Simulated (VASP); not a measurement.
Input of a VASP 6.6.1 run:

The input POSCAR:

```
LiH
1.0
    3.3186596785      0.0000000000      0.0000000000
   -1.6593298393      2.8740435880      0.0000000000
    0.0000000000      0.0000000000      4.1488741849
Li H
2 2
Direct
    0.3333333333      0.6666666667      0.2500000000
    0.6666666667      0.3333333333      0.7500000000
    0.6666666667      0.3333333333      0.2500000000
    0.3333333333      0.6666666667      0.7500000000
```

The input INCAR.step1:

```
SYSTEM = LiH
PREC = Accurate ; ENCUT = 520
ISMEAR = 0 ; SIGMA = 0.01
LREAL = .False. ; LASPH = .True.
NELM = 100 ; NBANDS = 12
GGA = PE ; ALGO = Normal
EDIFF = 1E-4 ; LWAVE = .True.
LCHARG = .False.
```

INCAR.step2

```
SYSTEM = LiH
PREC = Accurate ; ENCUT = 520
EDIFF = 1E-7 ; ISMEAR = 0
SIGMA = 0.01 ; LREAL = .False.
LASPH = .True. ; NELM = 100
ALGO = Normal ; ISIF = 2
LWAVE = .False. ; LCHARG = .False.
METAGGA = R2SCAN ; LMIXTAU = .True.
NBANDS = 12 ; ISTART = 1
```

KPOINTS

```
Automatic mesh
0
Gamma
  9 9 6
  0 0 0
```

Potentials or basis: VASP PAW PBE potentials, release 64 (Li_sv, H).

Launch:

```sh
$ cat potpaw_PBE.64/Li_sv/POTCAR potpaw_PBE.64/H/POTCAR > POTCAR
$ cp INCAR.step1 INCAR
$ mpirun -np 1 vasp_std > vasp.out
$ cp INCAR.step2 INCAR
$ mpirun -np 1 vasp_std > vasp.out
```

(1) Predict the band gap on the k mesh.

## Answers

(1) 2.40 eV (least direct gap 3.64 eV).
